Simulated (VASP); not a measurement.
# Sn4Se3S in VASP: further runs

Sn4Se3S is run at these levels: PBE; tasks: single point.

Program: VASP 6.6.1. These are calculated values, not measurements. Logs are shortened: lines on timing, memory, paths and dates and some standing lists are left out, and cuts for length are marked.

### Step 1. The cell of the first run

It takes space group Cm (No. 8, monoclinic). Conventional cell: a = 8.724 Å, b = 8.499 Å, c = 6.215 Å, α = 90.00°, β = 90.88°, γ = 90.00°. Sn (site symmetry m) has 6 Se at 2.81 to 3.41 Å within 3.7 Å. Sn (site symmetry 1) has 2 S at 2.73 to 3.38 Å and 4 Se at 2.81 to 3.43 Å within 3.6 Å. Sn (site symmetry m) has 1 S at 2.66 Å and 4 Se at 2.90 to 3.20 Å within 3.5 Å. Se (site symmetry 1) has 6 Sn at 2.81 to 3.43 Å within 3.7 Å. Se (site symmetry m) has 6 Sn at 2.81 to 3.41 Å within 3.7 Å. S (site symmetry m) has 5 Sn at 2.66 to 3.38 Å within 3.5 Å.

### Step 2. Single point, PBE

Input file INCAR:

```
SYSTEM = Sn4Se3S
PREC = Accurate
ENCUT = 520
EDIFF = 1E-6
ISMEAR = 0
SIGMA = 0.1
LREAL = .FALSE.
LASPH = .TRUE.
NELM = 80
ALGO = Normal
ISIF = 2
LWAVE = .FALSE.
LCHARG = .FALSE.
GGA = PE
NBANDS = 50
```

Input file KPOINTS:

```
Automatic mesh
0
G
  4 4 4
  0 0 0
```

Input file POSCAR:

```
Sn4Se3S
1.0
    4.3620984553     -4.2495670224      0.0000000000
    4.3620984553      4.2495670224      0.0000000000
   -0.0950008051      0.0000000000      6.2140443970
Sn Se S
4 3 1
Direct
    0.5108515158      0.5108515158      0.4754400766
    0.0059427914      0.5288307856      0.0217325970
    0.0122821963      0.0122821963      0.4708694813
    0.5288307856      0.0059427914      0.0217325970
    0.4884527556      0.9891916836      0.4715065899
    0.4892301260      0.4892301260      0.0235111814
    0.9891916836      0.4884527556      0.4715065899
    0.9768024459      0.9768024459      0.0443325584
```

Potentials or basis: VASP PAW PBE potentials, release 64 (Sn_d, Se, S).

Command:

```bash
cat potpaw_PBE.64/Sn_d/POTCAR potpaw_PBE.64/Se/POTCAR potpaw_PBE.64/S/POTCAR > POTCAR
mpirun -np 1 vasp_std > vasp.out
```

OUTCAR:

```text
SYSTEM = Sn4Se3S
   PREC = Accurate
   ENCUT = 520
   EDIFF = 1E-6
   ISMEAR = 0
   LREAL = .FALSE.
   LASPH = .TRUE.
   NELM = 80
   ISIF = 2
   GGA = PE

 ion  position               nearest neighbor table
   1  0.511  0.511  0.475-   6 2.81   5 2.91   7 2.91   5 3.18   7 3.18
   2  0.006  0.529  0.022-   8 2.73   7 2.81   6 2.95   6 3.16
   3  0.012  0.012  0.471-   8 2.66   7 2.90   5 2.90   7 3.20   5 3.20
   4  0.529  0.006  0.022-   8 2.73   5 2.81   6 2.95   6 3.16
   5  0.488  0.989  0.472-   4 2.81   3 2.90   1 2.91   1 3.18   3 3.20
   6  0.489  0.489  0.024-   1 2.81   2 2.95   4 2.95   4 3.16   2 3.16
   7  0.989  0.488  0.472-   2 2.81   3 2.90   1 2.91   1 3.18   3 3.20
   8  0.977  0.977  0.044-   3 2.66   2 2.73   4 2.73

  LATTYP: Found a base centered monoclinic cell.
 ALAT       =     8.7241969106
 B/A-ratio  =     0.9742024546
 C/A-ratio  =     0.7123601872
 COS(beta)  =    -0.0152862933

  Lattice vectors:

 A1 = (   4.3620984553,  -4.2495670224,   0.0000000000)
 A2 = (   4.3620984553,   4.2495670224,   0.0000000000)
 A3 = (  -0.0950008051,   0.0000000000,   6.2140443970)

Analysis of symmetry for initial positions (statically):
=====================================================================
 Subroutine PRICEL returns:
 Original cell was already a primitive cell.

 Routine SETGRP: Setting up the symmetry group for a
 base centered monoclinic supercell.

 Subroutine GETGRP returns: Found  2 space group operations
 (whereof  2 operations were pure point group operations)
 out of a pool of  4 trial point group operations.

The static configuration has the point symmetry C_1h.

Analysis of symmetry for dynamics (positions and initial velocities):
=====================================================================
 Subroutine PRICEL returns:
 Original cell was already a primitive cell.

 Routine SETGRP: Setting up the symmetry group for a
 base centered monoclinic supercell.

 Subroutine GETGRP returns: Found  2 space group operations
 (whereof  2 operations were pure point group operations)
 out of a pool of  4 trial point group operations.

The dynamic configuration has the point symmetry C_1h.

 Subroutine INISYM returns: Found  2 space group operations
 (whereof  2 operations are pure point group operations),
 and found     1 'primitive' translations

----------------------------------------------------------------------------------------

                                     Primitive cell

  volume of cell :     230.3799

  direct lattice vectors                    reciprocal lattice vectors
     4.362098455 -4.249567022  0.000000000     0.114623731 -0.117659046  0.001752377
     4.362098455  4.249567022  0.000000000     0.114623731  0.117659046  0.001752377
    -0.095000805  0.000000000  6.214044397     0.000000000  0.000000000  0.160925789

  length of vectors
     6.089886929  6.089886929  6.214770545     0.164272096  0.164272096  0.160925789

  position of ions in fractional coordinates (direct lattice)
     0.510851516  0.510851516  0.475440077
     0.005942791  0.528830786  0.021732597
     0.012282196  0.012282196  0.470869481
     0.528830786  0.005942791  0.021732597
     0.488452756  0.989191684  0.471506590
     0.489230126  0.489230126  0.023511181
     0.989191684  0.488452756  0.471506590
     0.976802446  0.976802446  0.044332558

  ion indices of the primitive-cell ions
   primitive index   ion index
                 1           1
                 2           2
                 3           3
                 4           4
                 5           5
                 6           6
                 7           7
                 8           8

----------------------------------------------------------------------------------------

 KPOINTS: Automatic mesh

Automatic generation of k-mesh.
 Grid dimensions read from file:
 generate k-points for:    4    4    4

 Generating k-lattice:

  Cartesian coordinates                     Fractional coordinates (reciprocal lattice)
     0.028655933 -0.029414761  0.000438094     0.250000000  0.000000000  0.000000000
     0.028655933  0.029414761  0.000438094     0.000000000  0.250000000  0.000000000
     0.000000000  0.000000000  0.040231447     0.000000000  0.000000000  0.250000000

  Length of vectors
     0.041068024  0.041068024  0.040231447

  Shift w.r.t. Gamma in fractional coordinates (k-lattice)
     0.000000000  0.000000000  0.000000000

 Subroutine IBZKPT returns following result:
 ===========================================

 Found     24 irreducible k-points:

 Following reciprocal coordinates:
            Coordinates               Weight
  0.000000  0.000000  0.000000      1.000000
  0.250000 -0.000000 -0.000000      4.000000
  0.500000 -0.000000 -0.000000      2.000000
  0.250000  0.250000 -0.000000      2.000000
  0.500000  0.250000  0.000000      4.000000
 -0.250000  0.250000  0.000000      2.000000
[... 16 lines left out ...]
 -0.250000  0.250000  0.500000      2.000000
  0.500000  0.500000  0.500000      1.000000
   k-points           NKPTS =     24   k-points in BZ     NKDIM =     24   number of bands    NBANDS=     50
   number of dos      NEDOS =    301   number of ions     NIONS =      8
   total plane-waves  NPLWV = 110592
   dimension x,y,z NGX =    48 NGY =   48 NGZ =   48
   dimension x,y,z NGXF=    96 NGYF=   96 NGZF=   96
   ions per type =               4   3   1
   NGX,Y,Z   is equivalent  to a cutoff of  13.10, 13.10, 12.84 a.u.
   NGXF,Y,Z  is equivalent  to a cutoff of  26.21, 26.21, 25.68 a.u.
 SYSTEM =  Sn4Se3S
   PREC   = accura    normal or accurate (medium, high low for compatibility)
   ISTART =      0    job   : 0-new  1-cont  2-samecut
   ICHARG =      2    charge: 1-file 2-atom 10-const
   ISPIN  =      1    spin polarized calculation?
   LNONCOLLINEAR =      F non collinear calculations
   LSORBIT =      F    spin-orbit coupling
   LASPH  =      T    aspherical Exc in radial PAW
   ENCUT  =  520.0 eV  38.22 Ry    6.18 a.u.  11.32 11.32 11.56*2*pi/ulx,y,z
   NELM   =     80;   NELMIN=  2; NELMDL= -5     # of ELM steps
   EDIFF  = 0.1E-05   stopping-criterion for ELM
   LREAL  =      F    real-space projection
   EDIFFG = 0.1E-04   stopping-criterion for IOM
   NSW    =      0    number of steps for IOM
   IBRION =     -1    ionic relax: 0-MD 1-quasi-New 2-CG
   NFREE  =      0    steps in history (QN), initial steepest desc. (CG)
   ISIF   =      2    stress and relaxation
   ISYM   =      2    0-nonsym 1-usesym 2-fastsym
   POTIM  = 0.5000    time-step for ionic-motion
   TEBEG  =    0.0;   TEEND  =   0.0 temperature during run
   PSTRESS=    0.0 pullay stress
   NELECT =      80.0000    total number of electrons
   NUPDOWN=      -1.0000    fix difference up-down
   EMIN   =  10.00;   EMAX   =-10.00  energy-range for DOS
   EFERMI =   0.00;   METHOD = LEGACY
   ISMEAR =     0;   SIGMA  =   0.10  broadening in eV -4-tet -1-fermi 0-gaus
   EFERMI_NEDOS =   21; number of points for ismear=-14 and -15
   IALGO  =     38    algorithm
   IMIX   =      4    mixing-type and parameters
     AMIX     =   0.40;   BMIX     =  1.00
     AMIX_MAG =   1.60;   BMIX_MAG =  1.00
  volume/ion in A,a.u.               =      28.80       194.33
  Fermi-wavevector in a.u.,A,eV,Ry     =   1.150686  2.174480 18.015165  1.324077
  Thomas-Fermi vector in A             =   2.287348
   LORBIT       =      0    0 simple, 1 ext, 2 COOP (PROOUT), +10 PAW based schemes
   GGA     = PE    functional components
   LHFCALC =     F    Hartree Fock is set to
   AEXX    =    0.0000 exact exchange contribution
   IVDW    =     0    specifies the selected vdW correction
   LEPSILON=     F    determine dielectric tensor
   LRPA    =     F    only Hartree local field effects (RPA)
 non-spin polarized calculation
 Gauss-broadening in eV      SIGMA  =   0.10
  energy-cutoff  :      520.00
  volume of cell :      230.38
 maximum number of plane-waves:      6221
 NGX is ok and might be reduce to    48
   NGX = 23   NGY = 23   NGZ = 23

 number of electron      79.9999997 magnetization

 Free energy of the ion-electron system (eV)
  ---------------------------------------------------
  ext. energy  EPLUGINS =         0.00000000
  ---------------------------------------------------
  free energy    TOTEN  =       -33.35958987 eV

  energy without entropy =      -33.35958987  energy(sigma->0) =      -33.35958987

 E-fermi :   5.1622     XC(G=0):  -9.2075

 val. band max:        4.7796212053   @ k =   0.5000  -0.0000   0.5000
 cond. band min:       5.5497455745   @ k =   0.5000   0.2500   0.5000
 fundamental gap:      0.7701243692
 Fermi energy:         5.1621714184

 k-point     1 :       0.0000    0.0000    0.0000
  band No.  band energies     occupation
      1     -16.6331      2.00000
      2     -16.6225      2.00000
      3     -16.6212      2.00000
      4     -16.6143      2.00000
      5     -16.6096      2.00000
      6     -16.6046      2.00000
[... 42 lines left out ...]
     49       9.9702      0.00000
     50      10.2180      0.00000

 k-point     2 :       0.2500   -0.0000   -0.0000
  band No.  band energies     occupation
      1     -16.6296      2.00000
      2     -16.6204      2.00000
      3     -16.6183      2.00000
      4     -16.6125      2.00000
      5     -16.6100      2.00000
      6     -16.6052      2.00000
[... 42 lines left out ...]
     49       9.2590      0.00000
     50       9.6610      0.00000

 k-point     3 :       0.5000   -0.0000   -0.0000
  band No.  band energies     occupation
      1     -16.6243      2.00000
      2     -16.6184      2.00000
      3     -16.6174      2.00000
      4     -16.6100      2.00000
      5     -16.6085      2.00000
      6     -16.6052      2.00000
[... 42 lines left out ...]
     49       9.2700      0.00000
     50       9.5257      0.00000

 k-point     4 :       0.2500    0.2500   -0.0000
  band No.  band energies     occupation
      1     -16.6273      2.00000
      2     -16.6202      2.00000
      3     -16.6165      2.00000
      4     -16.6109      2.00000
      5     -16.6083      2.00000
      6     -16.6047      2.00000
[... 999 lines left out ...]
 k-point    23 :      -0.2500    0.2500    0.5000
  band No.  band energies     occupation
      1     -16.6250      2.00000
      2     -16.6164      2.00000
      3     -16.6155      2.00000
      4     -16.6113      2.00000
      5     -16.6071      2.00000
      6     -16.6069      2.00000
[... 42 lines left out ...]
     49       8.2096      0.00000
     50       8.2880      0.00000

 k-point    24 :       0.5000    0.5000    0.5000
  band No.  band energies     occupation
      1     -16.6215      2.00000
      2     -16.6176      2.00000
      3     -16.6162      2.00000
      4     -16.6089      2.00000
      5     -16.6079      2.00000
      6     -16.6020      2.00000
[... 42 lines left out ...]
     49       6.6188      0.00000
     50       6.6492      0.00000

------------------------ aborting loop because EDIFF is reached ----------------------------------------

  FORCE on cell =-STRESS in cart. coord.  units (eV):
  Direction    XX          YY          ZZ          XY          YZ          ZX
  --------------------------------------------------------------------------------------
  -------------------------------------------------------------------------------------
  Total       -0.0063334      0.0218454     -0.0037905      0.0000000      0.0000000     -0.0013026
  in kB       -0.0440455      0.1519241     -0.0263611      0.0000000      0.0000000     -0.0090591
  external PRESSURE =       0.0271725 kB  Pullay stress =       0.0000000 kB

 VOLUME and BASIS-vectors are now :
 -----------------------------------------------------------------------------
  energy-cutoff  :      520.00
  volume of cell :      230.38
      direct lattice vectors                 reciprocal lattice vectors
     4.362098455 -4.249567022  0.000000000     0.114623731 -0.117659046  0.001752377
     4.362098455  4.249567022  0.000000000     0.114623731  0.117659046  0.001752377
    -0.095000805  0.000000000  6.214044397     0.000000000  0.000000000  0.160925789

 POSITION                                       TOTAL-FORCE (eV/Angst)
 -----------------------------------------------------------------------------------
      4.41160      0.00000      2.95441        -0.009939      0.000000      0.000284
      2.33067      2.22205      0.13505        -0.004972     -0.009964     -0.012988
      0.06242      0.00000      2.92600        -0.010640      0.000000     -0.000431
      2.33067     -2.22205      0.13505        -0.004972      0.009964     -0.012988
      6.40084      2.12792      2.92996         0.011438      0.020512      0.012746
      4.26591      0.00000      0.14610        -0.001060      0.000000     -0.007103
      6.40084     -2.12792      2.92996         0.011438     -0.020512      0.012746
      8.51761      0.00000      0.27548         0.008706      0.000000      0.007733
 -----------------------------------------------------------------------------------
    total drift:                               -0.000375     -0.000000      0.001321

  FREE ENERGIE OF THE ION-ELECTRON SYSTEM (eV)
  ---------------------------------------------------
  free  energy   TOTEN  =       -33.3595898739 eV

  energy  without entropy=      -33.3595898718  energy(sigma->0) =      -33.35958987
```

Run time: 3.3 min. Hardware: 1 thread of AMD EPYC 7R13 (Zen 3), shared host; peak memory 0.43 GiB.

Results:

- Free energy: -33.3596 eV
- Pressure: 0.0 GPa
- Largest force: 0.027 eV/Å
- Band gap on the k mesh: 0.77 eV, indirect (least direct gap 0.79 eV)

Forces on the atoms (eV/Å):
```
Sn  -0.010  0.000  0.000
Sn  -0.005 -0.010 -0.013
Sn  -0.011  0.000  0.000
Sn  -0.005  0.010 -0.013
Se   0.011  0.021  0.013
Se  -0.001  0.000 -0.007
Se   0.011 -0.021  0.013
S    0.009  0.000  0.008
```

Caveat: spin-orbit coupling is left out, which moves the levels of the heavy elements. A k mesh can miss the band edges.

(Continued in part 2 of 2.)
